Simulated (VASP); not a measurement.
Si: elastic constants with PBEsol

Crystal: Si.

```
CELL_PARAMETERS angstrom
0.00000 2.65877 2.65877
2.65877 0.00000 2.65877
2.65877 2.65877 0.00000
ATOMIC_POSITIONS crystal
Si 0.25000 0.25000 0.25000
Si 0.00000 0.00000 0.00000
```

| Item | Value |
| --- | --- |
| Program | VASP 6.6.1 |
| Task | elastic constants |
| Functional | PBEsol |
| Potentials or basis | VASP PAW PBE potentials, release 64 (Si) |
| Cutoff | 600 eV |
| k mesh | 8 × 8 × 8 |
| Occupations | gaussian, width 0.01 eV |
| Spin | no spin polarisation |
| Dipole correction | no |
| Ions in elastic constants | relaxed |
| Further INCAR settings | ALGO = Normal; EDIFF = 1e-08; NBANDS = 11; IBRION = 6; POTIM = 0.015; NSW = 1; ISIF = 3 |

- Elastic constants C11, C12, C44: 177, 85, 77 GPa
- Voigt bulk modulus: 116 GPa
- Highest phonon frequency at Γ: 543 cm⁻¹

Phonon frequencies in cm⁻¹ (negative: imaginary):
```
              q point        frequencies
(0.000, 0.000, 0.000)  0 0 0 543 543 543
```

Elastic tensor in Voigt notation (GPa, in the Cartesian axes of the cell as first typed):
```
177  85  85   0   0   0
 85 177  85   0   0   0
 85  85 177   0   0   0
  0   0   0  77   0   0
  0   0   0   0  77   0
  0   0   0   0   0  77
```

Clamped-ion elastic tensor (GPa):
```
177  85  85   0   0   0
 85 177  85   0   0   0
 85  85 177   0   0   0
  0   0   0 123   0   0
  0   0   0   0 123   0
  0   0   0   0   0 123
```

It took 3 min on 1 thread of Intel(R) Xeon(R) 6975P-C (Granite Rapids) (shared host), peak memory 0.25 GiB.

Caveat: the cell is under stress, which shifts elastic constants; the PAW data sets were made with another functional, which shifts forces and pressure a little.
